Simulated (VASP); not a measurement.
# Ti in VASP: a series of runs

Ti is run at these levels: LDA; tasks: single point.

Program: VASP 6.6.1. These are calculated values, not measurements. Logs are shortened: lines on timing, memory, paths and dates and some standing lists are left out, and cuts for length are marked.

### 1 The cell of the first run

The cell holds a slab with vacuum, 5 atoms: a = 2.864 Å, b = 2.864 Å, c = 25.076 Å, α = 90.00°, β = 90.00°, γ = 120.00°.

### 2 Single point, LDA

INCAR

```
SYSTEM = Ti
  PREC = Accurate
  ENCUT = 520
  EDIFF = 1E-7
  ISMEAR = -1
  SIGMA = 0.1
  LREAL = .FALSE.
  LASPH = .TRUE.
  NELM = 60
  ALGO = Normal
  ISIF = 2
  LWAVE = .FALSE.
  LCHARG = .TRUE.
  LDIPOL = .TRUE.
  IDIPOL = 3
  DIPOL = 0.5 0.5 0.500
  GGA = CA
  LELF = .TRUE.
  LVHAR = .TRUE.
  LVACPOTAV = .TRUE.
  NBANDS = 38
```

KPOINTS

```
regular mesh
0
G
  16 16 1
  0 0 0
```

POSCAR

```
Ti
1.0
    2.8642820353      0.0000000000      0.0000000000
   -1.4321410176      2.4805410062      0.0000000000
    0.0000000000      0.0000000000     25.0756000000
Ti
5
Direct
    0.0000000000      0.0000000000      0.3190353983
    0.3333333340      0.6666666660      0.4095176993
    0.0000000000      0.0000000000      0.4999999997
    0.3333333340      0.6666666660      0.5904823007
    0.0000000000      0.0000000000      0.6809646017
```

Potentials or basis: VASP PAW LDA potentials, release 64 (Ti_sv).

Started as:

```
$ cat potpaw_LDA.64/Ti_sv/POTCAR > POTCAR
$ mpirun -np 1 vasp_std > vasp.out
```

OUTCAR:

```text
SYSTEM = Ti
   PREC = Accurate
   ENCUT = 520
   EDIFF = 1E-7
   ISMEAR = -1
   LREAL = .FALSE.
   LASPH = .TRUE.
   NELM = 60
   ISIF = 2
   GGA = CA

 ion  position               nearest neighbor table
   1  0.000  0.000  0.319-   2 2.81   2 2.81   2 2.81
   2  0.333  0.667  0.410-   3 2.81   3 2.81   3 2.81   1 2.81   1 2.81   1 2.81
   3  0.000  0.000  0.500-   2 2.81   2 2.81   2 2.81   4 2.81   4 2.81   4 2.81
   4  0.333  0.667  0.590-   5 2.81   3 2.81   5 2.81   3 2.81   5 2.81   3 2.81
   5  0.000  0.000  0.681-   4 2.81   4 2.81   4 2.81

  LATTYP: Found a hexagonal cell.
 ALAT       =     2.8642820353
 C/A-ratio  =     8.7545848108

  Lattice vectors:

 A1 = (   2.8642820353,   0.0000000000,   0.0000000000)
 A2 = (  -1.4321410176,   2.4805410062,   0.0000000000)
 A3 = (   0.0000000000,   0.0000000000,  25.0756000000)

Analysis of symmetry for initial positions (statically):
=====================================================================
 Subroutine PRICEL returns:
 Original cell was already a primitive cell.

 Routine SETGRP: Setting up the symmetry group for a
 hexagonal supercell.

 Subroutine GETGRP returns: Found 12 space group operations
 (whereof 12 operations were pure point group operations)
 out of a pool of 24 trial point group operations.

The static configuration has the point symmetry D_3h.

Analysis of symmetry for dynamics (positions and initial velocities):
=====================================================================
 Subroutine PRICEL returns:
 Original cell was already a primitive cell.

 Routine SETGRP: Setting up the symmetry group for a
 hexagonal supercell.

 Subroutine GETGRP returns: Found 12 space group operations
 (whereof 12 operations were pure point group operations)
 out of a pool of 24 trial point group operations.

The dynamic configuration has the point symmetry D_3h.

 Subroutine INISYM returns: Found 12 space group operations
 (whereof 12 operations are pure point group operations),
 and found     1 'primitive' translations

----------------------------------------------------------------------------------------

                                     Primitive cell

  volume of cell :     178.1614

  direct lattice vectors                    reciprocal lattice vectors
     2.864282035  0.000000000  0.000000000     0.349127630  0.201568931  0.000000000
    -1.432141018  2.480541006  0.000000000     0.000000000  0.403137863  0.000000000
     0.000000000  0.000000000 25.075600000     0.000000000  0.000000000  0.039879405

  length of vectors
     2.864282035  2.864282035 25.075600000     0.403137863  0.403137863  0.039879405

  position of ions in fractional coordinates (direct lattice)
     0.000000000  0.000000000  0.319035398
     0.333333334  0.666666666  0.409517699
     0.000000000  0.000000000  0.500000000
     0.333333334  0.666666666  0.590482301
     0.000000000  0.000000000  0.680964602

  ion indices of the primitive-cell ions
   primitive index   ion index
                 1           1
                 2           2
                 3           3
                 4           4
                 5           5

----------------------------------------------------------------------------------------

 KPOINTS: regular mesh

Automatic generation of k-mesh.
 Grid dimensions read from file:
 generate k-points for:   16   16    1

 Generating k-lattice:

  Cartesian coordinates                     Fractional coordinates (reciprocal lattice)
     0.021820477  0.012598058  0.000000000     0.062500000  0.000000000  0.000000000
     0.000000000  0.025196116  0.000000000     0.000000000  0.062500000  0.000000000
     0.000000000  0.000000000  0.039879405     0.000000000  0.000000000  1.000000000

  Length of vectors
     0.025196116  0.025196116  0.039879405

  Shift w.r.t. Gamma in fractional coordinates (k-lattice)
     0.000000000  0.000000000  0.000000000

 Subroutine IBZKPT returns following result:
 ===========================================

 Found     30 irreducible k-points:

 Following reciprocal coordinates:
            Coordinates               Weight
  0.000000  0.000000  0.000000      1.000000
  0.062500  0.000000  0.000000      6.000000
  0.125000  0.000000  0.000000      6.000000
  0.187500  0.000000  0.000000      6.000000
  0.250000  0.000000  0.000000      6.000000
  0.312500  0.000000  0.000000      6.000000
[... 16 lines left out ...]
  0.187500  0.187500  0.000000      6.000000
  0.250000  0.187500  0.000000     12.000000
 [... further k-points ...]
   k-points           NKPTS =     30   k-points in BZ     NKDIM =     30   number of bands    NBANDS=     38
   number of dos      NEDOS =    301   number of ions     NIONS =      5
   total plane-waves  NPLWV = 110592
   dimension x,y,z NGX =    24 NGY =   24 NGZ =  192
   dimension x,y,z NGXF=    48 NGYF=   48 NGZF=  384
   ions per type =               5
   NGX,Y,Z   is equivalent  to a cutoff of  13.93, 13.93, 12.73 a.u.
   NGXF,Y,Z  is equivalent  to a cutoff of  27.86, 27.86, 25.46 a.u.
 SYSTEM =  Ti
   PREC   = accura    normal or accurate (medium, high low for compatibility)
   ISTART =      0    job   : 0-new  1-cont  2-samecut
   ICHARG =      2    charge: 1-file 2-atom 10-const
   ISPIN  =      1    spin polarized calculation?
   LNONCOLLINEAR =      F non collinear calculations
   LSORBIT =      F    spin-orbit coupling
   LASPH  =      T    aspherical Exc in radial PAW
   ENCUT  =  520.0 eV  38.22 Ry    6.18 a.u.   5.33  5.33 46.62*2*pi/ulx,y,z
   NELM   =     60;   NELMIN=  2; NELMDL= -5     # of ELM steps
   EDIFF  = 0.1E-06   stopping-criterion for ELM
   LREAL  =      F    real-space projection
   EDIFFG = 0.1E-05   stopping-criterion for IOM
   NSW    =      0    number of steps for IOM
   IBRION =     -1    ionic relax: 0-MD 1-quasi-New 2-CG
   NFREE  =      0    steps in history (QN), initial steepest desc. (CG)
   ISIF   =      2    stress and relaxation
   ISYM   =      2    0-nonsym 1-usesym 2-fastsym
   POTIM  = 0.5000    time-step for ionic-motion
   TEBEG  =    0.0;   TEEND  =   0.0 temperature during run
   PSTRESS=    0.0 pullay stress
   NELECT =      60.0000    total number of electrons
   NUPDOWN=      -1.0000    fix difference up-down
   EMIN   =  10.00;   EMAX   =-10.00  energy-range for DOS
   EFERMI =   0.00;   METHOD = LEGACY
   ISMEAR =    -1;   SIGMA  =   0.10  broadening in eV -4-tet -1-fermi 0-gaus
   EFERMI_NEDOS =   21; number of points for ismear=-14 and -15
   IALGO  =     38    algorithm
   IMIX   =      4    mixing-type and parameters
     AMIX     =   0.40;   BMIX     =  1.00
     AMIX_MAG =   1.60;   BMIX_MAG =  1.00
  volume/ion in A,a.u.               =      35.63       240.46
  Fermi-wavevector in a.u.,A,eV,Ry     =   1.138992  2.152383 17.650881  1.297303
  Thomas-Fermi vector in A             =   2.275696
   LORBIT       =      0    0 simple, 1 ext, 2 COOP (PROOUT), +10 PAW based schemes
   GGA     = CA    functional components
   LHFCALC =     F    Hartree Fock is set to
   AEXX    =    0.0000 exact exchange contribution
   IVDW    =     0    specifies the selected vdW correction
   LEPSILON=     F    determine dielectric tensor
   LRPA    =     F    only Hartree local field effects (RPA)
 non-spin polarized calculation
  energy-cutoff  :      520.00
  volume of cell :      178.16
 maximum number of plane-waves:      4881
 NGX is ok and might be reduce to    24
   NGX = 11   NGY = 11   NGZ = 93

 number of electron      60.0000012 magnetization

 dipolmoment           0.000000      0.000000      0.000000 electrons x Angstroem

 Free energy of the ion-electron system (eV)
  ---------------------------------------------------
  ext. energy  EPLUGINS =         0.00000000
  ---------------------------------------------------
  free energy    TOTEN  =       -40.80712884 eV

  energy without entropy =      -40.52590923  energy(sigma->0) =      -40.66651904

 E-fermi :   1.5839     XC(G=0):  -6.3851

 val. band max:        1.5705351783   @ k =   0.0625   0.0625   0.0000
 cond. band min:       1.5847539627   @ k =   0.3125   0.0625   0.0000
 fundamental gap:      0.0142187843
 Fermi energy:         1.5839418766

 k-point     1 :       0.0000    0.0000    0.0000
  band No.  band energies     occupation
      1     -54.5488      2.00000
      2     -54.5481      2.00000
      3     -54.3628      2.00000
      4     -54.3040      2.00000
      5     -54.2264      2.00000
      6     -31.4590      2.00000
[... 30 lines left out ...]
     37       2.4883      0.00024
     38       2.5447      0.00013

 k-point     2 :       0.0625    0.0000    0.0000
  band No.  band energies     occupation
      1     -54.5446      2.00000
      2     -54.5439      2.00000
      3     -54.3581      2.00000
      4     -54.3004      2.00000
      5     -54.2238      2.00000
      6     -31.4498      2.00000
[... 30 lines left out ...]
     37       2.5526      0.00012
     38       2.5805      0.00009

 k-point     3 :       0.1250    0.0000    0.0000
  band No.  band energies     occupation
      1     -54.5326      2.00000
      2     -54.5321      2.00000
      3     -54.3444      2.00000
      4     -54.2903      2.00000
      5     -54.2165      2.00000
      6     -31.4234      2.00000
[... 30 lines left out ...]
     37       2.6482      0.00005
     38       2.7117      0.00003

 k-point     4 :       0.1875    0.0000    0.0000
  band No.  band energies     occupation
      1     -54.5147      2.00000
      2     -54.5143      2.00000
      3     -54.3235      2.00000
      4     -54.2750      2.00000
      5     -54.2058      2.00000
      6     -31.3835      2.00000
[... 30 lines left out ...]
     37       2.7773      0.00001
     38       2.9826      0.00000
[... 703 lines left out ...]
      4     -54.2063      2.00000
      5     -54.1700      2.00000
      6     -31.4214      2.00000
[... 30 lines left out ...]
     37       3.1107      0.00000
     38       3.4162      0.00000

 k-point    23 :       0.1875    0.1875    0.0000
  band No.  band energies     occupation
      1     -54.4672      2.00000
      2     -54.4671      2.00000
      3     -54.2648      2.00000
      4     -54.2348      2.00000
      5     -54.1807      2.00000
      6     -31.3076      2.00000
[... 30 lines left out ...]
     37       2.7984      0.00001
     38       3.2490      0.00000

 k-point    24 :       0.2500    0.1875    0.0000
  band No.  band energies     occupation
      1     -54.4504      2.00000
      2     -54.4504      2.00000
      3     -54.2421      2.00000
      4     -54.2206      2.00000
      5     -54.1739      2.00000
      6     -31.3299      2.00000
[... 30 lines left out ...]
     37       2.7318      0.00002
     38       3.1886      0.00000

 [... further k-points ...]

------------------------ aborting loop because EDIFF is reached ----------------------------------------

  FORCE on cell =-STRESS in cart. coord.  units (eV):
  Direction    XX          YY          ZZ          XY          YZ          ZX
  --------------------------------------------------------------------------------------
  -------------------------------------------------------------------------------------
  Total       -2.0369242     -2.0369242     -2.0122361     -0.0000000      0.0000000      0.0000000
  in kB      -18.3177419    -18.3177419    -18.0957254     -0.0000000      0.0000000      0.0000000
  external PRESSURE =     -18.2437364 kB  Pullay stress =       0.0000000 kB

 VOLUME and BASIS-vectors are now :
 -----------------------------------------------------------------------------
  energy-cutoff  :      520.00
  volume of cell :      178.16
      direct lattice vectors                 reciprocal lattice vectors
     2.864282035  0.000000000  0.000000000     0.349127630  0.201568931  0.000000000
    -1.432141018  2.480541006  0.000000000     0.000000000  0.403137863  0.000000000
     0.000000000  0.000000000 25.075600000     0.000000000  0.000000000  0.039879405

 POSITION                                       TOTAL-FORCE (eV/Angst)
 -----------------------------------------------------------------------------------
      0.00000      0.00000      8.00000        -0.000000     -0.000000      0.533657
      0.00000      1.65369     10.26890         0.000000      0.000000     -0.628900
      0.00000      0.00000     12.53780        -0.000000      0.000000      0.000000
      0.00000      1.65369     14.80670         0.000000      0.000000      0.628900
      0.00000      0.00000     17.07560        -0.000000     -0.000000     -0.533657
 -----------------------------------------------------------------------------------
    total drift:                               -0.000011      0.000006      0.000023

  FREE ENERGIE OF THE ION-ELECTRON SYSTEM (eV)
  ---------------------------------------------------
  free  energy   TOTEN  =       -40.8071288418 eV

  energy  without entropy=      -40.5259092339  energy(sigma->0) =      -40.66651904

 vacuum level on the upper side and lower side of the slab         6.303         6.303
```

Wall time 3.1 min (1 thread of Intel Xeon 6975P-C (Granite Rapids), shared host); peak memory 0.33 GiB.

Results:

* Free energy: -40.8071 eV
* Largest force: 0.629 eV/Å
* Band gap on the k mesh: zero (bands 30 and 31 overlap by 1.10 eV)

Forces in eV/Å, atoms in the order of the input:
```
Ti   0.000  0.000  0.534
Ti   0.000  0.000 -0.629
Ti   0.000  0.000  0.000
Ti   0.000  0.000  0.629
Ti   0.000  0.000 -0.534
```

Levels at points of the mesh, in eV from the Fermi level:
| k point | band 27 | band 28 | band 29 | band 30 | band 31 | band 32 | band 33 | band 34 |
| --- | --- | --- | --- | --- | --- | --- | --- | --- |
| (0.00, 0.00, 0.00) | -0.12 | 0.40 | 0.44 | 0.69 | 0.69 | 0.73 | 0.73 | 0.80 |
| (0.50, 0.00, 0.00) | -1.12 | -0.94 | -0.86 | 0.15 | 0.53 | 0.68 | 1.14 | 1.16 |

[end of part 1 of 2]
